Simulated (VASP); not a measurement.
# MgS (P1) in VASP: single point with PBE

Aim: the single point of MgS with PBE.

Program: VASP 6.6.1. These are calculated values, not measurements. Logs are shortened: lines on timing, memory, paths and dates and some standing lists are left out, and cuts for length are marked.

### 1 The cell of the first run

The typed cell holds 16 atoms: a = 8.057 Å, b = 8.057 Å, c = 6.454 Å, α = 90.00°, β = 90.00°, γ = 120.00°.

### 2 Single point, PBE

File INCAR:

```
PREC = Accurate
ENCUT = 520
EDIFF = 1E-6
ISMEAR = -1
SIGMA = 0.026
LREAL = Auto
LASPH = T
NELM = 80
ALGO = Normal
ISIF = 2
LWAVE = F
LCHARG = F
GGA = PE
NBANDS = 46
```

File KPOINTS:

```
Automatic mesh
0
Gamma
  3 3 2
```

File POSCAR:

```
MgS
1.0
    8.0572512641      0.0000000000      0.0000000000
   -4.0286256320      6.9777842794      0.0000000000
    0.0000000000      0.0000000000      6.4543927776
Mg S
8 8
Direct
    0.1652234507      0.3308713637      0.0051693476
    0.3299261279      0.1605435128      0.5009086232
    0.1667012407      0.8292579375     -0.0051332482
    0.3411713341      0.6746286230      0.4947551396
    0.6631768049      0.3265568136     -0.0003380643
    0.8344993742      0.1685575181      0.4945055422
    0.6705808872      0.8385077219     -0.0034317713
    0.8318081260      0.6692572904      0.5050846938
    0.1654451353      0.3291087698      0.3780454776
    0.3268899012      0.1634252299      0.8781510818
    0.1648910953      0.8417644864      0.3737803203
    0.3340839095      0.6638137286      0.8747025777
    0.6788515192      0.3325683207      0.3820785448
    0.8304438123      0.1619548491      0.8723246623
    0.6649908212      0.8427948994      0.3843140765
    0.8320634794      0.6659490769      0.8685906162
```

Potentials or basis: VASP PAW PBE potentials, release 64 (Mg, S).

The run is started by

```bash
$ cat potpaw_PBE.64/Mg/POTCAR potpaw_PBE.64/S/POTCAR > POTCAR
$ mpirun -np 1 vasp_std > vasp.out
```

OUTCAR:

```text
PREC = Accurate
   ENCUT = 520
   EDIFF = 1E-6
   ISMEAR = -1
   LREAL = Auto
   LASPH = T
   NELM = 80
   ISIF = 2
   GGA = PE

 ion  position               nearest neighbor table
   1  0.165  0.331  0.005-   9 2.41  10 2.44  12 2.47  14 2.49
   2  0.330  0.161  0.501-  11 2.37  10 2.44   9 2.46  13 2.55
   3  0.167  0.829  0.995-  11 2.45  12 2.45  10 2.45  16 2.47
   4  0.341  0.675  0.495-  15 2.37  12 2.45  11 2.52   9 2.53
   5  0.663  0.327  1.000-  14 2.46  13 2.47  10 2.47  16 2.51
   6  0.834  0.169  0.495-  13 2.35  15 2.38   9 2.43  14 2.44
[... 8 lines left out ...]
  15  0.665  0.843  0.384-   4 2.37   6 2.38   8 2.50   7 2.50
  16  0.832  0.666  0.869-   8 2.35   7 2.47   3 2.47   5 2.51

  LATTYP: Found a hexagonal cell.
 ALAT       =     8.0572512641
 C/A-ratio  =     0.8010663396

  Lattice vectors:

 A1 = (   8.0572512641,   0.0000000000,   0.0000000000)
 A2 = (  -4.0286256320,   6.9777842794,   0.0000000000)
 A3 = (   0.0000000000,   0.0000000000,   6.4543927776)

Analysis of symmetry for initial positions (statically):
=====================================================================
 Subroutine PRICEL returns:
 Original cell was already a primitive cell.

 Routine SETGRP: Setting up the symmetry group for a
 hexagonal supercell.

 Subroutine GETGRP returns: Found  1 space group operations
 (whereof  1 operations were pure point group operations)
 out of a pool of 24 trial point group operations.

The static configuration has the point symmetry C_1 .

Analysis of symmetry for dynamics (positions and initial velocities):
=====================================================================
 Subroutine PRICEL returns:
 Original cell was already a primitive cell.

 Routine SETGRP: Setting up the symmetry group for a
 hexagonal supercell.

 Subroutine GETGRP returns: Found  1 space group operations
 (whereof  1 operations were pure point group operations)
 out of a pool of 24 trial point group operations.

The dynamic configuration has the point symmetry C_1 .

 Subroutine INISYM returns: Found  1 space group operations
 (whereof  1 operations are pure point group operations),
 and found     1 'primitive' translations

----------------------------------------------------------------------------------------

                                     Primitive cell

  volume of cell :     362.8773

  direct lattice vectors                    reciprocal lattice vectors
     8.057251264  0.000000000  0.000000000     0.124111805  0.071655984  0.000000000
    -4.028625632  6.977784279  0.000000000     0.000000000  0.143311968  0.000000000
     0.000000000  0.000000000  6.454392778     0.000000000  0.000000000  0.154933242

  length of vectors
     8.057251264  8.057251264  6.454392778     0.143311968  0.143311968  0.154933242

  position of ions in fractional coordinates (direct lattice)
     0.165223451  0.330871364  0.005169348
     0.329926128  0.160543513  0.500908623
     0.166701241  0.829257938  0.994866752
     0.341171334  0.674628623  0.494755140
     0.663176805  0.326556814  0.999661936
     0.834499374  0.168557518  0.494505542
[... 8 lines left out ...]
     0.664990821  0.842794899  0.384314076
     0.832063479  0.665949077  0.868590616

  ion indices of the primitive-cell ions
   primitive index   ion index
                 1           1
                 2           2
                 3           3
                 4           4
                 5           5
                 6           6
[... 8 lines left out ...]
                15          15
                16          16

----------------------------------------------------------------------------------------

 KPOINTS: Automatic mesh

Automatic generation of k-mesh.
 Grid dimensions read from file:
 generate k-points for:    3    3    2

 Generating k-lattice:

  Cartesian coordinates                     Fractional coordinates (reciprocal lattice)
     0.041370602  0.023885328  0.000000000     0.333333333  0.000000000  0.000000000
     0.000000000  0.047770656  0.000000000     0.000000000  0.333333333  0.000000000
     0.000000000  0.000000000  0.077466621     0.000000000  0.000000000  0.500000000

  Length of vectors
     0.047770656  0.047770656  0.077466621

  Shift w.r.t. Gamma in fractional coordinates (k-lattice)
     0.000000000  0.000000000  0.000000000

 Subroutine IBZKPT returns following result:
 ===========================================

 Found     10 irreducible k-points:

 Following reciprocal coordinates:
            Coordinates               Weight
  0.000000  0.000000  0.000000      1.000000
  0.333333  0.000000  0.000000      2.000000
  0.000000  0.333333  0.000000      2.000000
 -0.333333  0.333333  0.000000      2.000000
  0.333333  0.333333  0.000000      2.000000
  0.000000  0.000000  0.500000      1.000000
  0.333333  0.000000  0.500000      2.000000
  0.000000  0.333333  0.500000      2.000000
 -0.333333  0.333333  0.500000      2.000000
  0.333333  0.333333  0.500000      2.000000
   k-points           NKPTS =     10   k-points in BZ     NKDIM =     10   number of bands    NBANDS=     46
   number of dos      NEDOS =    301   number of ions     NIONS =     16
   total plane-waves  NPLWV = 172800
   dimension x,y,z NGX =    60 NGY =   60 NGZ =   48
   dimension x,y,z NGXF=   120 NGYF=  120 NGZF=   96
   ions per type =               8   8
   NGX,Y,Z   is equivalent  to a cutoff of  12.38, 12.38, 12.36 a.u.
   NGXF,Y,Z  is equivalent  to a cutoff of  24.76, 24.76, 24.73 a.u.
 SYSTEM =  unknown system
   PREC   = accura    normal or accurate (medium, high low for compatibility)
   ISTART =      0    job   : 0-new  1-cont  2-samecut
   ICHARG =      2    charge: 1-file 2-atom 10-const
   ISPIN  =      1    spin polarized calculation?
   LNONCOLLINEAR =      F non collinear calculations
   LSORBIT =      F    spin-orbit coupling
   LASPH  =      T    aspherical Exc in radial PAW
   ENCUT  =  520.0 eV  38.22 Ry    6.18 a.u.  14.98 14.98 12.00*2*pi/ulx,y,z
   NELM   =     80;   NELMIN=  2; NELMDL= -5     # of ELM steps
   EDIFF  = 0.1E-05   stopping-criterion for ELM
   LREAL  =      T    real-space projection
   EDIFFG = 0.1E-04   stopping-criterion for IOM
   NSW    =      0    number of steps for IOM
   IBRION =     -1    ionic relax: 0-MD 1-quasi-New 2-CG
   NFREE  =      0    steps in history (QN), initial steepest desc. (CG)
   ISIF   =      2    stress and relaxation
   ISYM   =      2    0-nonsym 1-usesym 2-fastsym
   POTIM  = 0.5000    time-step for ionic-motion
   TEBEG  =    0.0;   TEEND  =   0.0 temperature during run
   PSTRESS=    0.0 pullay stress
   NELECT =      64.0000    total number of electrons
   NUPDOWN=      -1.0000    fix difference up-down
   EMIN   =  10.00;   EMAX   =-10.00  energy-range for DOS
   EFERMI =   0.00;   METHOD = LEGACY
   ISMEAR =    -1;   SIGMA  =   0.03  broadening in eV -4-tet -1-fermi 0-gaus
   EFERMI_NEDOS =   21; number of points for ismear=-14 and -15
   IALGO  =     38    algorithm
   IMIX   =      4    mixing-type and parameters
     AMIX     =   0.40;   BMIX     =  1.00
     AMIX_MAG =   1.60;   BMIX_MAG =  1.00
  volume/ion in A,a.u.               =      22.68       153.05
  Fermi-wavevector in a.u.,A,eV,Ry     =   0.918082  1.734924 11.468008  0.842875
  Thomas-Fermi vector in A             =   2.043124
   LORBIT       =      0    0 simple, 1 ext, 2 COOP (PROOUT), +10 PAW based schemes
   GGA     = PE    functional components
   LHFCALC =     F    Hartree Fock is set to
   AEXX    =    0.0000 exact exchange contribution
   IVDW    =     0    specifies the selected vdW correction
   LEPSILON=     F    determine dielectric tensor
   LRPA    =     F    only Hartree local field effects (RPA)
 non-spin polarized calculation
  energy-cutoff  :      520.00
  volume of cell :      362.88
 maximum number of plane-waves:      9777
   NGX = 29   NGY = 29   NGZ = 25

 number of electron      63.9999999 magnetization

 Free energy of the ion-electron system (eV)
  ---------------------------------------------------
  ext. energy  EPLUGINS =         0.00000000
  ---------------------------------------------------
  free energy    TOTEN  =       -67.68082048 eV

  energy without entropy =      -67.68082048  energy(sigma->0) =      -67.68082048

 E-fermi :   1.7146     XC(G=0):  -8.3806

 val. band max:        1.1392479911   @ k =   0.0000   0.0000   0.0000
 cond. band min:       4.6116052504   @ k =   0.0000   0.0000   0.0000
 fundamental gap:      3.4723572593
 Fermi energy:         1.7146010704

 k-point     1 :       0.0000    0.0000    0.0000
  band No.  band energies     occupation
      1     -10.2205      2.00000
      2      -9.5955      2.00000
      3      -9.5440      2.00000
      4      -9.5268      2.00000
      5      -9.4860      2.00000
      6      -9.3293      2.00000
[... 36 lines left out ...]
     43       7.0841      0.00000
     44       8.6342      0.00000

 k-point     2 :       0.3333    0.0000    0.0000
  band No.  band energies     occupation
      1     -10.0897      2.00000
      2      -9.7775      2.00000
      3      -9.5617      2.00000
      4      -9.5548      2.00000
      5      -9.4272      2.00000
      6      -9.3269      2.00000
[... 36 lines left out ...]
     43       7.6409      0.00000
     44       8.1574      0.00000

 k-point     3 :       0.0000    0.3333    0.0000
  band No.  band energies     occupation
      1     -10.0891      2.00000
      2      -9.7645      2.00000
      3      -9.6056      2.00000
      4      -9.5299      2.00000
      5      -9.4316      2.00000
      6      -9.3271      2.00000
[... 36 lines left out ...]
     43       7.6490      0.00000
     44       8.1175      0.00000

 k-point     4 :      -0.3333    0.3333    0.0000
  band No.  band energies     occupation
      1     -10.0889      2.00000
      2      -9.7761      2.00000
      3      -9.5782      2.00000
      4      -9.5381      2.00000
      5      -9.4315      2.00000
      6      -9.3343      2.00000
[... 36 lines left out ...]
     43       7.5866      0.00000
     44       8.1409      0.00000

 k-point     5 :       0.3333    0.3333    0.0000
  band No.  band energies     occupation
      1      -9.9046      2.00000
      2      -9.8510      2.00000
      3      -9.8252      2.00000
      4      -9.4018      2.00000
      5      -9.3717      2.00000
      6      -9.3501      2.00000
[... 36 lines left out ...]
     43       7.6193      0.00000
     44       7.6779      0.00000

 k-point     6 :       0.0000    0.0000    0.5000
  band No.  band energies     occupation
      1      -9.9109      2.00000
      2      -9.8666      2.00000
      3      -9.4802      2.00000
      4      -9.4432      2.00000
      5      -9.4245      2.00000
      6      -9.4153      2.00000
[... 36 lines left out ...]
     43       7.4533      0.00000
     44       7.4911      0.00000

 k-point     7 :       0.3333    0.0000    0.5000
  band No.  band energies     occupation
      1      -9.8090      2.00000
      2      -9.7645      2.00000
      3      -9.5731      2.00000
      4      -9.5459      2.00000
      5      -9.4365      2.00000
      6      -9.4321      2.00000
[... 36 lines left out ...]
     43       7.8121      0.00000
     44       7.8501      0.00000

 k-point     8 :       0.0000    0.3333    0.5000
  band No.  band energies     occupation
      1      -9.8091      2.00000
      2      -9.7655      2.00000
      3      -9.5640      2.00000
      4      -9.5378      2.00000
      5      -9.4705      2.00000
      6      -9.4288      2.00000
[... 36 lines left out ...]
     43       7.8486      0.00000
     44       7.8819      0.00000

 k-point     9 :      -0.3333    0.3333    0.5000
  band No.  band energies     occupation
      1      -9.8078      2.00000
      2      -9.7650      2.00000
      3      -9.5741      2.00000
      4      -9.5414      2.00000
      5      -9.4476      2.00000
      6      -9.4332      2.00000
[... 36 lines left out ...]
     43       7.8159      0.00000
     44       7.8653      0.00000

 k-point    10 :       0.3333    0.3333    0.5000
  band No.  band energies     occupation
      1      -9.6949      2.00000
      2      -9.6292      2.00000
      3      -9.6114      2.00000
      4      -9.5973      2.00000
      5      -9.5889      2.00000
      6      -9.5606      2.00000
[... 36 lines left out ...]
     43       7.9240      0.00000
     44       8.0163      0.00000
 [bands above 44 left out]

------------------------ aborting loop because EDIFF is reached ----------------------------------------

  FORCE on cell =-STRESS in cart. coord.  units (eV):
  Direction    XX          YY          ZZ          XY          YZ          ZX
  --------------------------------------------------------------------------------------
  -------------------------------------------------------------------------------------
  Total        1.4536169      2.6728982      3.6693094     -0.3399725      0.0165031     -0.1766423
  in kB        6.4180149     11.8013900     16.2007483     -1.5010480      0.0728644     -0.7799116
  external PRESSURE =      11.4733844 kB  Pullay stress =       0.0000000 kB

 VOLUME and BASIS-vectors are now :
 -----------------------------------------------------------------------------
  energy-cutoff  :      520.00
  volume of cell :      362.88
      direct lattice vectors                 reciprocal lattice vectors
     8.057251264  0.000000000  0.000000000     0.124111805  0.071655984  0.000000000
    -4.028625632  6.977784279  0.000000000     0.000000000  0.143311968  0.000000000
     0.000000000  0.000000000  6.454392778     0.000000000  0.000000000  0.154933242

 POSITION                                       TOTAL-FORCE (eV/Angst)
 -----------------------------------------------------------------------------------
     -0.00171      2.30875      0.03336        -0.138660      0.018325     -0.303879
      2.01153      1.12024      3.23306         0.223655      0.529821     -0.084609
     -1.99762      5.78638      6.42126        -0.093640      0.004283     -0.065923
      0.03108      4.70741      3.19334        -0.546105     -0.368838     -0.008462
      4.02781      2.27864      6.45221        -0.028965      0.150731     -0.078680
      6.04472      1.17616      3.19173         0.358993      0.051086      0.240837
[... 8 lines left out ...]
      1.96269      5.88084      2.48051         0.514649     -0.417132     -0.481086
      4.02129      4.64685      5.60622         0.001556     -0.156193      0.848003
 -----------------------------------------------------------------------------------
    total drift:                               -0.002958     -0.001070      0.006449

  FREE ENERGIE OF THE ION-ELECTRON SYSTEM (eV)
  ---------------------------------------------------
  free  energy   TOTEN  =       -67.6808204817 eV

  energy  without entropy=      -67.6808204816  energy(sigma->0) =      -67.68082048
```

Wall time 3 min (1 thread of AMD EPYC 9R14 (Zen 4), shared host); peak memory 0.41 GiB.

What came out:

- Free energy: -67.6808 eV
- Pressure: 1.1 GPa
- Largest force: 1.018 eV/Å
- Band gap on the k mesh: 3.47 eV

Forces on the atoms (eV/Å):
```
Mg  -0.139  0.018 -0.304
Mg   0.224  0.530 -0.085
Mg  -0.094  0.004 -0.066
Mg  -0.546 -0.369 -0.008
Mg  -0.029  0.151 -0.079
Mg   0.359  0.051  0.241
Mg  -0.036 -0.315  0.115
Mg  -0.005 -0.017 -0.670
S    0.158  0.413  0.197
S    0.246  0.043  0.099
S    0.213 -0.616  0.031
S    0.007  0.011  0.159
S   -0.943  0.315 -0.221
S    0.068  0.353  0.224
S    0.515 -0.417 -0.481
S    0.002 -0.156  0.848
```

Levels at points of the mesh, in eV from the valence-band top:
```
           k point  band 29  band 30  band 31  band 32  band 33  band 34  band 35  band 36
(0.00, 0.00, 0.00)    -0.35    -0.08    -0.06     0.00     3.47     4.75     4.78     4.79
(0.00, 0.00, 0.50)    -0.30    -0.29    -0.28    -0.26     4.62     4.64     4.65     4.70
```

Caveat: the k points lie up to 0.49 Å⁻¹ apart; forces of over 1 eV/Å act on the atoms, so gaps and moduli don't describe the material at rest. PBE gaps usually lie below the measured ones, often by a third to a half.
